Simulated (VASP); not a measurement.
Here is a VASP 6.6.1 calculation.

INCAR

```
PREC = Accurate ; ENCUT = 520
EDIFF = 1E-6 ; ISMEAR = 0
SIGMA = 0.1 ; LREAL = F
LASPH = T ; NELM = 80
ALGO = Fast ; ISIF = 2
LWAVE = F ; LCHARG = F
GGA = PS ; NBANDS = 7
```

KPOINTS

```
regular mesh
0
Gamma
  20 20 20
```

File POSCAR:

```
Mg
1.0
   -1.5006674017      1.5006674017      1.5006674017
    1.5006674017     -1.5006674017      1.5006674017
    1.5006674017      1.5006674017     -1.5006674017
Mg
1
Direct
    0.0000000000      0.0000000000      0.0000000000
```

Potentials or basis: VASP PAW PBE potentials, release 64 (Mg).

The run is started by

```bash
$ cat potpaw_PBE.64/Mg/POTCAR > POTCAR
$ mpirun -np 1 vasp_std > vasp.out
```

Task: Estimate the band gap on the k mesh.

Result: Zero (bands 1 and 2 overlap by 4.86 eV).

Task: Estimate the pressure.

Result: 51.0 GPa.

Caveat: the cell stands under pressure; the PAW data sets were made with another functional, which shifts forces and pressure a little.
